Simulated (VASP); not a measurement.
# Ni (Fm-3m) in VASP: notebook

The runs below take Ni through single point, with r2SCAN.

All numbers are computed with VASP 6.6.1; they aren't measurements. Logs are shortened: lines on timing, memory, paths and dates and some standing lists are left out, and cuts for length are marked.

**1. The cell of the first run**

It takes space group Fm-3m (No. 225, cubic). The conventional cell has a = 3.532 Å, b = 3.532 Å, c = 3.532 Å, α = 90.00°, β = 90.00°, γ = 90.00°. Ni (site symmetry m-3m) has 12 Ni at 2.50 Å within 3.3 Å.

**2. Single point, r2SCAN, collinear spin, ferromagnetic start**

Input file POSCAR:

```
Ni
1.0
    0.0000000000      1.7658666700      1.7658666700
    1.7658666700      0.0000000000      1.7658666700
    1.7658666700      1.7658666700      0.0000000000
Ni
1
Direct
    0.0000000000      0.0000000000      0.0000000000
```

Input file INCAR.step1:

```
SYSTEM = Ni
  ALGO = Normal
  EDIFF = 1E-5
  ENCUT = 660
  GGA = PE
  GGA_COMPAT = .False.
  ISMEAR = -1
  ISPIN = 2
  LASPH = .True.
  LCHARG = .False.
  LMAXMIX = 4
  LREAL = .False.
  LWAVE = .True.
  MAGMOM = 2
  NBANDS = 15
  NELM = 200
  PREC = Accurate
  SIGMA = 0.1
```

Input file INCAR.step2:

```
SYSTEM = Ni
  ALGO = Normal
  EDIFF = 1E-6
  ENCUT = 660
  GGA_COMPAT = .False.
  ISIF = 2
  ISMEAR = -1
  ISPIN = 2
  ISTART = 1
  LASPH = .True.
  LCHARG = .True.
  LELF = .True.
  LMAXMIX = 4
  LMIXTAU = .True.
  LORBIT = 11
  LREAL = .False.
  LVHAR = .True.
  LWAVE = .False.
  MAGMOM = 2
  METAGGA = R2SCAN
  NBANDS = 15
  NELM = 200
  PREC = Accurate
  SIGMA = 0.1
```

Input file KPOINTS:

```
k-points
0
Gamma
  14 14 14
  0 0 0
```

Potentials or basis: VASP PAW PBE potentials, release 64 (Ni).

On the command line:

```bash
cat potpaw_PBE.64/Ni/POTCAR > POTCAR
cp INCAR.step1 INCAR
mpirun -np 1 vasp_std > vasp.out
cp INCAR.step2 INCAR
mpirun -np 1 vasp_std > vasp.out
```

OUTCAR:

```text
SYSTEM = Ni
   EDIFF = 1E-6
   ENCUT = 660
   ISIF = 2
   ISMEAR = -1
   ISPIN = 2
   ISTART = 1
   LASPH = .True.
   LORBIT = 11
   LREAL = .False.
   METAGGA = R2SCAN
   NELM = 200
   PREC = Accurate

 ion  position               nearest neighbor table
   1  0.000  0.000  0.000-

  LATTYP: Found a face centered cubic cell.
 ALAT       =     3.5317333400

  Lattice vectors:

 A1 = (   0.0000000000,   1.7658666700,   1.7658666700)
 A2 = (   1.7658666700,   0.0000000000,   1.7658666700)
 A3 = (   1.7658666700,   1.7658666700,   0.0000000000)

Analysis of symmetry for initial positions (statically):
=====================================================================
 Subroutine PRICEL returns:
 Original cell was already a primitive cell.

 Routine SETGRP: Setting up the symmetry group for a
 face centered cubic supercell.

 Subroutine GETGRP returns: Found 48 space group operations
 (whereof 48 operations were pure point group operations)
 out of a pool of 48 trial point group operations.

The static configuration has the point symmetry O_h .

Analysis of symmetry for dynamics (positions and initial velocities):
=====================================================================
 Subroutine PRICEL returns:
 Original cell was already a primitive cell.

 Routine SETGRP: Setting up the symmetry group for a
 face centered cubic supercell.

 Subroutine GETGRP returns: Found 48 space group operations
 (whereof 48 operations were pure point group operations)
 out of a pool of 48 trial point group operations.

The dynamic configuration has the point symmetry O_h .

Analysis of structural, dynamic, and magnetic symmetry:
=====================================================================
 Subroutine PRICEL returns:
 Original cell was already a primitive cell.

 Routine SETGRP: Setting up the symmetry group for a
 face centered cubic supercell.

 Subroutine GETGRP returns: Found 48 space group operations
 (whereof 48 operations were pure point group operations)
 out of a pool of 48 trial point group operations.

The overall configuration has the point symmetry O_h .

 Subroutine INISYM returns: Found 48 space group operations
 (whereof 48 operations are pure point group operations),
 and found     1 'primitive' translations

----------------------------------------------------------------------------------------

                                     Primitive cell

  volume of cell :      11.0130

  direct lattice vectors                    reciprocal lattice vectors
[... 125 lines left out ...]
 Free energy of the ion-electron system (eV)
  ---------------------------------------------------
  ext. energy  EPLUGINS =         0.00000000
  ---------------------------------------------------
  free energy    TOTEN  =       -11.95302222 eV

  energy without entropy =      -11.91030479  energy(sigma->0) =      -11.93166350

 E-fermi :   9.1440     XC(G=0): -14.3028

 val. band max:        9.1156673895   @ k =  -0.2857   0.0714   0.0000
 cond. band min:       9.1815862500   @ k =   0.3571   0.1429   0.0714
 fundamental gap:      0.0659188605
 Fermi energy:         9.1440211301

 spin component 1

 k-point     1 :       0.0000    0.0000    0.0000
  band No.  band energies     occupation
      1      -0.1647      1.00000
      2       6.2279      1.00000
      3       6.2279      1.00000
      4       6.2279      1.00000
      5       7.4965      1.00000
      6       7.4965      1.00000
      7      33.5816      0.00000
      8      37.6323      0.00000
      9      37.6323      0.00000
     10      37.6323      0.00000
     11      40.2115      0.00000
     12      40.2115      0.00000
     13      40.2115      0.00000
     14      43.7055      0.00000
[... 403 lines left out ...]
      4       6.7409      1.00000
      5       7.4209      1.00000
      6       7.7994      1.00000
      7      24.9691      0.00000
      8      30.7338      0.00000
      9      31.4194      0.00000
     10      34.1868      0.00000
     11      39.4753      0.00000
     12      43.5480      0.00000
     13      45.6006      0.00000
     14      47.7152      0.00000
     15      51.1816      0.00000

 [... further k-points ...]

 spin component 2

 k-point     1 :       0.0000    0.0000    0.0000
  band No.  band energies     occupation
      1      -0.4279      1.00000
      2       7.5858      1.00000
      3       7.5858      1.00000
      4       7.5858      1.00000
      5       8.2727      0.99984
      6       8.2727      0.99984
      7      33.3082      0.00000
      8      37.7436      0.00000
      9      37.7436      0.00000
     10      37.7436      0.00000
     11      40.5171      0.00000
     12      40.5171      0.00000
     13      40.5171      0.00000
     14      43.7707      0.00000
[... 403 lines left out ...]
      4       7.9443      0.99999
      5       8.5596      0.99711
      6       8.7901      0.97177
      7      25.1688      0.00000
      8      30.9435      0.00000
      9      31.4159      0.00000
     10      34.3650      0.00000
     11      39.8132      0.00000
     12      43.7064      0.00000
     13      45.8206      0.00000
     14      48.0255      0.00000
     15      52.6174      0.00000

 [... further k-points ...]

------------------------ aborting loop because EDIFF is reached ----------------------------------------

  FORCE on cell =-STRESS in cart. coord.  units (eV):
  Direction    XX          YY          ZZ          XY          YZ          ZX
  --------------------------------------------------------------------------------------
  -------------------------------------------------------------------------------------
  Total       -0.5570428     -0.5570428     -0.5570428     -0.0000000      0.0000000     -0.0000000
  in kB      -81.0392510    -81.0392510    -81.0392510     -0.0000000      0.0000000     -0.0000000
  external PRESSURE =     -81.0392510 kB  Pullay stress =       0.0000000 kB

 VOLUME and BASIS-vectors are now :
 -----------------------------------------------------------------------------
  energy-cutoff  :      660.00
  volume of cell :       11.01
      direct lattice vectors                 reciprocal lattice vectors
     0.000000000  1.765866670  1.765866670    -0.283147085  0.283147085  0.283147085
     1.765866670  0.000000000  1.765866670     0.283147085 -0.283147085  0.283147085
     1.765866670  1.765866670  0.000000000     0.283147085  0.283147085 -0.283147085

 POSITION                                       TOTAL-FORCE (eV/Angst)
 -----------------------------------------------------------------------------------
      0.00000      0.00000      0.00000        -0.000000     -0.000000     -0.000000
 -----------------------------------------------------------------------------------
    total drift:                               -0.000000      0.000000      0.000000

  FREE ENERGIE OF THE ION-ELECTRON SYSTEM (eV)
  ---------------------------------------------------
  free  energy   TOTEN  =       -11.9530222208 eV

  energy  without entropy=      -11.9103047866  energy(sigma->0) =      -11.93166350

 total charge

# of ion       s       p       d       tot
------------------------------------------
    1        0.509   0.507   8.306   9.323

 magnetization (x)

# of ion       s       p       d       tot
------------------------------------------
    1       -0.010  -0.043   0.820   0.767
```

OUTCAR.step1:

```text
SYSTEM = Ni
   EDIFF = 1E-5
   ENCUT = 660
   GGA = PE
   ISMEAR = -1
   ISPIN = 2
   LASPH = .True.
[... 1101 lines left out ...]
 -----------------------------------------------------------------------------------
      0.00000      0.00000      0.00000        -0.000000     -0.000000     -0.000000
 -----------------------------------------------------------------------------------
    total drift:                               -0.000000      0.000000     -0.000000

  FREE ENERGIE OF THE ION-ELECTRON SYSTEM (eV)
  ---------------------------------------------------
  free  energy   TOTEN  =        -5.4961752226 eV

  energy  without entropy=       -5.4390087213  energy(sigma->0) =       -5.46759197
```

OSZICAR.step1:

```text
N       E                     dE             d eps       ncg     rms          rms(c)
DAV:   1     0.395083666632E+02    0.39508E+02   -0.52665E+03  6592   0.111E+03
DAV:   2    -0.453056739954E+01   -0.44039E+02   -0.40715E+02  6940   0.185E+02
DAV:   3    -0.633074454063E+01   -0.18002E+01   -0.17845E+01  7717   0.356E+01
DAV:   4    -0.634231614725E+01   -0.11572E-01   -0.11569E-01  7571   0.273E+00
DAV:   5    -0.634245763350E+01   -0.14149E-03   -0.14148E-03  7860   0.275E-01    0.110E+01
DAV:   6    -0.588083822294E+01    0.46162E+00   -0.13243E+01  9012   0.421E+01    0.640E+00
DAV:   7    -0.551065468793E+01    0.37018E+00   -0.26712E+00  8313   0.163E+01    0.175E+00
DAV:   8    -0.550003478785E+01    0.10620E-01   -0.22648E-02  7422   0.931E-01    0.953E-01
DAV:   9    -0.549710207648E+01    0.29327E-02   -0.16538E-03  9839   0.246E-01    0.340E-01
DAV:  10    -0.549616755380E+01    0.93452E-03   -0.14415E-03  9389   0.227E-01    0.452E-02
DAV:  11    -0.549617522258E+01   -0.76688E-05   -0.19562E-05  6984   0.316E-02
   1 F= -.54961752E+01 E0= -.54675920E+01  d E =-.571665E-01  mag=     0.6014
```

Run time: 64 s. Hardware: 1 thread of Intel Xeon 6975P-C (Granite Rapids), shared host; peak memory 0.18 GiB.

What came out:

* Free energy: -11.9530 eV
* Pressure: -8.1 GPa
* Net moment: 0.74 μB per cell
* Site moments: Ni +0.77 μB
* Valence electrons inside the program's atomic spheres: Ni 9.32

Caveat: the cell stands under tension; the PAW data sets were made with another functional, which shifts forces and pressure a little.

**3. Single point, r2SCAN, collinear spin, ferromagnetic start**

POSCAR is that of step 2.

Input file INCAR.step1:

```
SYSTEM = Ni
PREC = Accurate
ENCUT = 660
ISMEAR = -1
SIGMA = 5E-4
LREAL = .FALSE.
LASPH = .TRUE.
NELM = 200
ISPIN = 2
MAGMOM = 2
LMAXMIX = 4
NBANDS = 15
GGA = PE
ALGO = Normal
EDIFF = 1E-5
LWAVE = .TRUE.
LCHARG = .FALSE.
GGA_COMPAT = .FALSE.
```

Input file INCAR.step2:

```
SYSTEM = Ni
PREC = Accurate
ENCUT = 660
EDIFF = 1E-6
ISMEAR = -1
SIGMA = 5E-4
LREAL = .FALSE.
LASPH = .TRUE.
NELM = 200
ALGO = Normal
ISIF = 2
LWAVE = .FALSE.
LCHARG = .TRUE.
ISPIN = 2
MAGMOM = 2
LORBIT = 11
LMAXMIX = 4
METAGGA = R2SCAN
LMIXTAU = .TRUE.
LELF = .TRUE.
LVHAR = .TRUE.
NBANDS = 15
ISTART = 1
GGA_COMPAT = .FALSE.
```

Input file KPOINTS:

```
Automatic mesh
0
G
  14 14 14
  0 0 0
```

Potentials or basis: VASP PAW PBE potentials, release 64 (Ni).

On the command line:

```bash
cat potpaw_PBE.64/Ni/POTCAR > POTCAR
cp INCAR.step1 INCAR
mpirun -np 1 vasp_std > vasp.out
cp INCAR.step2 INCAR
mpirun -np 1 vasp_std > vasp.out
```

Wall time 77 s (1 thread of Intel Xeon 6975P-C (Granite Rapids), shared host); peak memory 0.18 GiB.

The run converged. Its results:

| Item | Value |
| --- | --- |
| Free energy | -11.9310 eV |
| Pressure | -8.6 GPa |
| Net moment | 0.75 μB per cell |
| Site moments | Ni +0.78 μB |
| Valence electrons inside the program's atomic spheres | Ni 9.32 |

Levels at points of the mesh, in eV from the Fermi level:
Spin up:
```
           k point  band 3  band 4  band 5  band 6  band 7  band 8
(0.00, 0.00, 0.00)   -2.99   -2.99   -1.71   -1.71   24.38   28.43
(0.50, 0.00, 0.00)   -2.90   -1.14   -1.14   -0.43    5.48   22.84
(0.50, 0.50, 0.00)   -1.08   -1.08   -1.01    2.43    9.18   15.24
```
Spin down:
```
           k point  band 1  band 2  band 3  band 4  band 5  band 6  band 7  band 8
(0.00, 0.00, 0.00)   -9.63   -1.60   -1.60   -1.60   -0.95   -0.95   24.11   28.54
(0.50, 0.00, 0.00)   -4.58   -1.96   -1.96   -0.66    0.15    0.15    6.21   22.71
(0.50, 0.50, 0.00)   -4.62   -3.63   -0.21    0.52    0.52    2.16    9.53   15.29
```

Caveat: the cell stands under tension; the PAW data sets were made with another functional, which shifts forces and pressure a little.
